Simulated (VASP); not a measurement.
# Ga (P6_3/mmc) in VASP: single point with PBE

Aim: the single point of Ga with PBE.

Everything below comes from runs of VASP 6.6.1. Logs are shortened: lines on timing, memory, paths and dates and some standing lists are left out, and cuts for length are marked.

**1. The cell of the first run**

It takes space group P6_3/mmc (No. 194, hexagonal). Conventional cell: a = 2.998 Å, b = 2.998 Å, c = 4.898 Å, α = 90.00°, β = 90.00°, γ = 120.00°. Ga (site symmetry -6m2) has 12 Ga at 3.00 Å within 3.9 Å.

**2. Single point, PBE**

Contents of INCAR:

```
PREC     = Accurate       # precision mode
ENCUT    = 520            # plane-wave cutoff, eV
EDIFF    = 1E-6           # SCF threshold, eV
ISMEAR   = 0              # smearing method
SIGMA    = 0.05           # smearing width, eV
LREAL    = False          # projectors in reciprocal space
LASPH    = True           # aspherical terms in the spheres
NELM     = 80             # most SCF steps
ALGO     = Normal         # electronic algorithm
ISIF     = 2              # what is computed and relaxed
LWAVE    = False          # write WAVECAR
LCHARG   = True           # write CHGCAR
GGA      = PE             # functional
LELF     = True           # ELF
LVHAR    = True         
NBANDS   = 20             # bands
```

Contents of KPOINTS:

```
Automatic mesh
0
Gamma
  8 8 4
```

Contents of POSCAR:

```
Ga
1.0
    2.9976122055      0.0000000000      0.0000000000
   -1.4988061028      2.5960083207      0.0000000000
    0.0000000000      0.0000000000      4.8979009010
Ga
2
Direct
    0.3333333333      0.6666666667      0.7500000000
    0.6666666667      0.3333333333      0.2500000000
```

Potentials or basis: VASP PAW PBE potentials, release 64 (Ga_d).

On the command line:

```bash
$ cat potpaw_PBE.64/Ga_d/POTCAR > POTCAR
$ mpirun -np 1 vasp_std > vasp.out
```

OUTCAR:

```text
PREC = Accurate
   ENCUT = 520
   EDIFF = 1E-6
   ISMEAR = 0
   LREAL = False
   LASPH = True
   NELM = 80
   ISIF = 2
   GGA = PE

 ion  position               nearest neighbor table
   1  0.333  0.667  0.750-
   2  0.667  0.333  0.250-

  LATTYP: Found a hexagonal cell.
 ALAT       =     2.9976122055
 C/A-ratio  =     1.6339341333

  Lattice vectors:

 A1 = (   2.9976122055,   0.0000000000,   0.0000000000)
 A2 = (  -1.4988061028,   2.5960083207,   0.0000000000)
 A3 = (   0.0000000000,   0.0000000000,   4.8979009010)

Analysis of symmetry for initial positions (statically):
=====================================================================
 Subroutine PRICEL returns:
 Original cell was already a primitive cell.

 Routine SETGRP: Setting up the symmetry group for a
 hexagonal supercell.

 Subroutine GETGRP returns: Found 24 space group operations
 (whereof 12 operations were pure point group operations)
 out of a pool of 24 trial point group operations.

The static configuration has the point symmetry D_3d.
 The point group associated with its full space group is D_6h.

Analysis of symmetry for dynamics (positions and initial velocities):
=====================================================================
 Subroutine PRICEL returns:
 Original cell was already a primitive cell.

 Routine SETGRP: Setting up the symmetry group for a
 hexagonal supercell.

 Subroutine GETGRP returns: Found 24 space group operations
 (whereof 12 operations were pure point group operations)
 out of a pool of 24 trial point group operations.

The dynamic configuration has the point symmetry D_3d.
 The point group associated with its full space group is D_6h.

 Subroutine INISYM returns: Found 24 space group operations
 (whereof 12 operations are pure point group operations),
 and found     1 'primitive' translations

----------------------------------------------------------------------------------------

                                     Primitive cell

  volume of cell :      38.1146

  direct lattice vectors                    reciprocal lattice vectors
     2.997612205  0.000000000  0.000000000     0.333598855  0.192603389  0.000000000
    -1.498806103  2.596008321  0.000000000     0.000000000  0.385206778  0.000000000
     0.000000000  0.000000000  4.897900901     0.000000000  0.000000000  0.204169096

  length of vectors
     2.997612205  2.997612206  4.897900901     0.385206778  0.385206778  0.204169096

  position of ions in fractional coordinates (direct lattice)
     0.333333333  0.666666667  0.750000000
     0.666666667  0.333333333  0.250000000

  ion indices of the primitive-cell ions
   primitive index   ion index
                 1           1
                 2           2

----------------------------------------------------------------------------------------

 KPOINTS: Automatic mesh

Automatic generation of k-mesh.
 Grid dimensions read from file:
 generate k-points for:    8    8    4

 Generating k-lattice:

  Cartesian coordinates                     Fractional coordinates (reciprocal lattice)
     0.041699857  0.024075424  0.000000000     0.125000000  0.000000000  0.000000000
     0.000000000  0.048150847  0.000000000     0.000000000  0.125000000  0.000000000
     0.000000000  0.000000000  0.051042274     0.000000000  0.000000000  0.250000000

  Length of vectors
     0.048150847  0.048150847  0.051042274

  Shift w.r.t. Gamma in fractional coordinates (k-lattice)
     0.000000000  0.000000000  0.000000000

 Subroutine IBZKPT returns following result:
 ===========================================

 Found     30 irreducible k-points:

 Following reciprocal coordinates:
            Coordinates               Weight
  0.000000  0.000000  0.000000      1.000000
  0.125000  0.000000  0.000000      6.000000
  0.250000  0.000000  0.000000      6.000000
  0.375000  0.000000  0.000000      6.000000
  0.500000  0.000000  0.000000      3.000000
  0.125000  0.125000  0.000000      6.000000
[... 16 lines left out ...]
  0.250000  0.000000  0.500000      6.000000
  0.375000  0.000000  0.500000      6.000000
 [... further k-points ...]
   k-points           NKPTS =     30   k-points in BZ     NKDIM =     30   number of bands    NBANDS=     20
   number of dos      NEDOS =    301   number of ions     NIONS =      2
   total plane-waves  NPLWV =  20736
   dimension x,y,z NGX =    24 NGY =   24 NGZ =   36
   dimension x,y,z NGXF=    48 NGYF=   48 NGZF=   72
   ions per type =               2
   NGX,Y,Z   is equivalent  to a cutoff of  13.31, 13.31, 12.22 a.u.
   NGXF,Y,Z  is equivalent  to a cutoff of  26.62, 26.62, 24.44 a.u.
 SYSTEM =  unknown system
   PREC   = accura    normal or accurate (medium, high low for compatibility)
   ISTART =      0    job   : 0-new  1-cont  2-samecut
   ICHARG =      2    charge: 1-file 2-atom 10-const
   ISPIN  =      1    spin polarized calculation?
   LNONCOLLINEAR =      F non collinear calculations
   LSORBIT =      F    spin-orbit coupling
   LASPH  =      T    aspherical Exc in radial PAW
   ENCUT  =  520.0 eV  38.22 Ry    6.18 a.u.   5.57  5.57  9.11*2*pi/ulx,y,z
   NELM   =     80;   NELMIN=  2; NELMDL= -5     # of ELM steps
   EDIFF  = 0.1E-05   stopping-criterion for ELM
   LREAL  =      F    real-space projection
   EDIFFG = 0.1E-04   stopping-criterion for IOM
   NSW    =      0    number of steps for IOM
   IBRION =     -1    ionic relax: 0-MD 1-quasi-New 2-CG
   NFREE  =      0    steps in history (QN), initial steepest desc. (CG)
   ISIF   =      2    stress and relaxation
   ISYM   =      2    0-nonsym 1-usesym 2-fastsym
   POTIM  = 0.5000    time-step for ionic-motion
   TEBEG  =    0.0;   TEEND  =   0.0 temperature during run
   PSTRESS=    0.0 pullay stress
   NELECT =      26.0000    total number of electrons
   NUPDOWN=      -1.0000    fix difference up-down
   EMIN   =  10.00;   EMAX   =-10.00  energy-range for DOS
   EFERMI =   0.00;   METHOD = LEGACY
   ISMEAR =     0;   SIGMA  =   0.05  broadening in eV -4-tet -1-fermi 0-gaus
   EFERMI_NEDOS =   21; number of points for ismear=-14 and -15
   IALGO  =     38    algorithm
   IMIX   =      4    mixing-type and parameters
     AMIX     =   0.40;   BMIX     =  1.00
     AMIX_MAG =   1.60;   BMIX_MAG =  1.00
  volume/ion in A,a.u.               =      19.06       128.61
  Fermi-wavevector in a.u.,A,eV,Ry     =   1.441127  2.723334 28.257200  2.076846
  Thomas-Fermi vector in A             =   2.559794
   LORBIT       =      0    0 simple, 1 ext, 2 COOP (PROOUT), +10 PAW based schemes
   GGA     = PE    functional components
   LHFCALC =     F    Hartree Fock is set to
   AEXX    =    0.0000 exact exchange contribution
   IVDW    =     0    specifies the selected vdW correction
   LEPSILON=     F    determine dielectric tensor
   LRPA    =     F    only Hartree local field effects (RPA)
 non-spin polarized calculation
 Gauss-broadening in eV      SIGMA  =   0.05
  energy-cutoff  :      520.00
  volume of cell :       38.11
 maximum number of plane-waves:      1050
 NGX is ok and might be reduce to    24
   NGX = 11   NGY = 11   NGZ = 19

 number of electron      26.0000029 magnetization

 Free energy of the ion-electron system (eV)
  ---------------------------------------------------
  ext. energy  EPLUGINS =         0.00000000
  ---------------------------------------------------
  free energy    TOTEN  =        -5.65904011 eV

  energy without entropy =       -5.65518655  energy(sigma->0) =       -5.65711333

 E-fermi :   5.6069     XC(G=0): -10.9735

 val. band max:        5.5748693308   @ k =   0.2500   0.2500   0.2500
 cond. band min:       5.6124063466   @ k =   0.2500   0.2500   0.5000
 fundamental gap:      0.0375370158
 Fermi energy:         5.6069241528

 k-point     1 :       0.0000    0.0000    0.0000
  band No.  band energies     occupation
      1      -9.5121      2.00000
      2      -9.4416      2.00000
      3      -9.4089      2.00000
      4      -9.4089      2.00000
      5      -9.3876      2.00000
      6      -9.3876      2.00000
[... 12 lines left out ...]
     19      19.2720      0.00000
     20      19.5671      0.00000

 k-point     2 :       0.1250    0.0000    0.0000
  band No.  band energies     occupation
      1      -9.4971      2.00000
      2      -9.4448      2.00000
      3      -9.3992      2.00000
      4      -9.3847      2.00000
      5      -9.3797      2.00000
      6      -9.3765      2.00000
[... 12 lines left out ...]
     19      17.9477      0.00000
     20      20.5587      0.00000

 k-point     3 :       0.2500    0.0000    0.0000
  band No.  band energies     occupation
      1      -9.5188      2.00000
      2      -9.4278      2.00000
      3      -9.4276      2.00000
      4      -9.3993      2.00000
      5      -9.3974      2.00000
      6      -9.3300      2.00000
[... 12 lines left out ...]
     19      16.6216      0.00000
     20      19.2710      0.00000

 k-point     4 :       0.3750    0.0000    0.0000
  band No.  band energies     occupation
      1      -9.5596      2.00000
      2      -9.4879      2.00000
      3      -9.4503      2.00000
      4      -9.4212      2.00000
      5      -9.3589      2.00000
      6      -9.3407      2.00000
[... 12 lines left out ...]
     19      15.6113      0.00000
     20      18.5709      0.00000

 k-point     5 :       0.5000    0.0000    0.0000
  band No.  band energies     occupation
      1      -9.5771      2.00000
      2      -9.5138      2.00000
      3      -9.4625      2.00000
      4      -9.4306      2.00000
      5      -9.3528      2.00000
      6      -9.3419      2.00000
[... 12 lines left out ...]
     19      15.2422      0.00000
     20      18.2816      0.00000
[... 353 lines left out ...]
      6      -9.4204      2.00000
[... 12 lines left out ...]
     19      20.0735      0.00000
     20      20.0735      0.00000

 k-point    22 :       0.1250    0.0000    0.5000
  band No.  band energies     occupation
      1      -9.4634      2.00000
      2      -9.4634      2.00000
      3      -9.4213      2.00000
      4      -9.4213      2.00000
      5      -9.3958      2.00000
      6      -9.3958      2.00000
[... 12 lines left out ...]
     19      17.9265      0.00000
     20      17.9265      0.00000

 k-point    23 :       0.2500    0.0000    0.5000
  band No.  band energies     occupation
      1      -9.4856      2.00000
      2      -9.4856      2.00000
      3      -9.4284      2.00000
      4      -9.4284      2.00000
      5      -9.3467      2.00000
      6      -9.3467      2.00000
[... 12 lines left out ...]
     19      16.3851      0.00000
     20      16.3851      0.00000

 k-point    24 :       0.3750    0.0000    0.5000
  band No.  band energies     occupation
      1      -9.5105      2.00000
      2      -9.5105      2.00000
      3      -9.4738      2.00000
      4      -9.4738      2.00000
      5      -9.3282      2.00000
      6      -9.3282      2.00000
[... 12 lines left out ...]
     19      15.5613      0.00000
     20      15.5613      0.00000

 [... further k-points ...]
[... 5 lines left out ...]
  --------------------------------------------------------------------------------------
  -------------------------------------------------------------------------------------
  Total       -0.0237118     -0.0237118      0.0079154      0.0000000     -0.0000000      0.0000000
  in kB       -0.9967439     -0.9967439      0.3327321      0.0000000     -0.0000000      0.0000000
  external PRESSURE =      -0.5535852 kB  Pullay stress =       0.0000000 kB

 VOLUME and BASIS-vectors are now :
 -----------------------------------------------------------------------------
  energy-cutoff  :      520.00
  volume of cell :       38.11
      direct lattice vectors                 reciprocal lattice vectors
     2.997612205  0.000000000  0.000000000     0.333598855  0.192603389  0.000000000
    -1.498806103  2.596008321  0.000000000     0.000000000  0.385206778  0.000000000
     0.000000000  0.000000000  4.897900901     0.000000000  0.000000000  0.204169096

 POSITION                                       TOTAL-FORCE (eV/Angst)
 -----------------------------------------------------------------------------------
     -0.00000      1.73067      3.67343        -0.000000      0.000000      0.000000
      1.49881      0.86534      1.22448         0.000000     -0.000000      0.000000
 -----------------------------------------------------------------------------------
    total drift:                               -0.000000      0.000000     -0.000000

  FREE ENERGIE OF THE ION-ELECTRON SYSTEM (eV)
  ---------------------------------------------------
  free  energy   TOTEN  =        -5.6590401071 eV

  energy  without entropy=       -5.6551865511  energy(sigma->0) =       -5.65711333
```

Run time: 24 s. Hardware: 1 thread of Intel Xeon 6975P-C, shared host; peak memory 0.16 GiB.

What came out:

* Free energy: -5.6590 eV
* Pressure: -0.1 GPa
* Band gap on the k mesh: zero (band 13 reaches 9.80 eV, above the bottom of band 14 at 2.38 eV)
